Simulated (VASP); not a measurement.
Here is a VASP 6.6.1 calculation.

Contents of INCAR:

```
PREC     = Accurate       # precision mode
ENCUT    = 520            # plane-wave cutoff, eV
EDIFF    = 1E-7           # SCF threshold, eV
ISMEAR   = 0              # smearing method
SIGMA    = 0.01           # smearing width, eV
LREAL    = F              # projectors in reciprocal space
LASPH    = T              # aspherical terms in the spheres
NELM     = 60             # most SCF steps
ALGO     = Normal         # electronic algorithm
ISIF     = 2              # what is computed and relaxed
LWAVE    = F              # write WAVECAR
LCHARG   = F              # write CHGCAR
GGA      = PE             # functional
NBANDS   = 11             # bands
```

KPOINTS

```
Automatic mesh
0
Gamma
  6 6 6
```

File POSCAR:

```
NaH
1.0
    0.0000000000      2.6395011037      2.6395011037
    2.6395011037      0.0000000000      2.6395011037
    2.6395011037      2.6395011037      0.0000000000
Na H
1 1
Direct
    0.0000000000      0.0000000000      0.0000000000
    0.2500000000      0.2500000000      0.2500000000
```

Potentials or basis: VASP PAW PBE potentials, release 64 (Na_pv, H).

Run with:

```bash
$ cat potpaw_PBE.64/Na_pv/POTCAR potpaw_PBE.64/H/POTCAR > POTCAR
$ mpirun -np 1 vasp_std > vasp.out
```

Predict the pressure.

-0.6 GPa.

Predict the band gap on the k mesh.

3.59 eV, indirect (least direct gap 4.25 eV).

 A k mesh can miss the band edges.
